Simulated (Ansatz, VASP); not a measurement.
## SnSe: VASP beside Ansatz

```
Sn Se
1.0
    11.42000    0.00000    0.00000
     0.00000    4.19000    0.00000
     0.00000    0.00000    4.46000
Sn Se
4 4
Cartesian
  1.3423 1.0475 0.4762
  4.3677 3.1425 2.7062
  7.0523 1.0475 1.7538
  10.0777 3.1425 3.9838
  4.0481 1.0475 0.0525
  1.6619 3.1425 2.2825
  9.7581 1.0475 2.1775
  7.3719 3.1425 4.4075
```

Alike in both runs: functional r2SCAN; dispersion D3(BJ); k mesh 4 × 8 × 6; occupations gaussian, width 0.05 eV; no spin polarisation.

Ansatz relaxed the structure, and its values are those at the end. VASP's run is a single point on that final structure, the one shown.

```csv
,VASP,Ansatz
version,VASP 6.6.1,Ansatz 0.2.0
potentials or method,"VASP PAW PBE potentials, release 64 (Sn_d, Se), cutoff 520 eV","scalar-relativistic, plane waves, PAW"
valence electrons in the cell,80,120
```

|  | VASP | Ansatz | Ansatz less VASP |
| --- | --- | --- | --- |
| gap on the k mesh at the Fermi level (eV) | 1.04 | 1.05 | +0.008 |
| least direct gap on the mesh (eV) | 1.22 | 1.24 | +0.013 |
| pressure (GPa) | 0.4 | 0.4 | -0.03 |
| rms of the force components (eV/Å) | 0.011 | 0.005 | -0.0061 |

VASP's potentials were made for PBE, not for r2SCAN. VASP's potentials hold 80 valence electrons a cell and Ansatz's 120, so a difference there can come from the potentials and not from the codes. Ansatz's warnings: dispersion damping borrowed, stress scf threshold loose.
